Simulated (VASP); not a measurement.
CsI: single point with PBE

CsI:

```
Cs I
1.0
     4.47137    0.00000    0.00000
     0.00000    4.47137    0.00000
     0.00000    0.00000    4.47137
Cs I
1 1
Direct
  0.00000 0.00000 0.00000
  0.50000 0.50000 0.50000
```

This cell differs from its parent crystal: volume scaled by 0.88.

```
Program                : VASP 6.6.1
Task                   : single point
Functional             : PBE
Potentials or basis    : VASP PAW PBE potentials, release 64 (Cs_sv, I)
Cutoff                 : 500 eV
k mesh                 : 6 × 6 × 6
Occupations            : gaussian, width 0.02 eV
Spin                   : no spin polarisation
Dipole correction      : no
Further INCAR settings : ALGO = Normal; EDIFF = 1e-06; NBANDS = 15
```

```json
{
 "Pressure": "1.8 GPa",
 "Band gap on the k mesh": "4.08 eV, indirect (least direct gap 4.15 eV)"
}
```

Levels at points of the mesh, in eV from the valence-band top:
| k point | band 5 | band 6 | band 7 | band 8 | band 9 | band 10 | band 11 | band 12 |
| --- | --- | --- | --- | --- | --- | --- | --- | --- |
| (0.00, 0.00, 0.00) | -7.01 | -0.08 | -0.08 | -0.08 | 4.08 | 4.08 | 4.10 | 7.89 |
| (0.50, 0.00, 0.00) | -6.93 | -1.72 | -0.28 | -0.28 | 5.17 | 6.77 | 6.77 | 7.02 |
| (0.50, 0.50, 0.00) | -6.88 | -0.90 | -0.90 | 0.00 | 4.23 | 4.95 | 6.11 | 6.11 |
| (0.50, 0.50, 0.50) | -7.31 | -1.47 | -1.47 | -1.47 | 7.39 | 7.39 | 7.39 | 8.16 |

Wall time 20 s on 1 thread of Intel Xeon 6975P-C, on a shared host, peak memory 0.21 GiB.

Caveat: spin-orbit coupling is left out, which moves the levels of the heavy elements. A k mesh can miss the band edges.
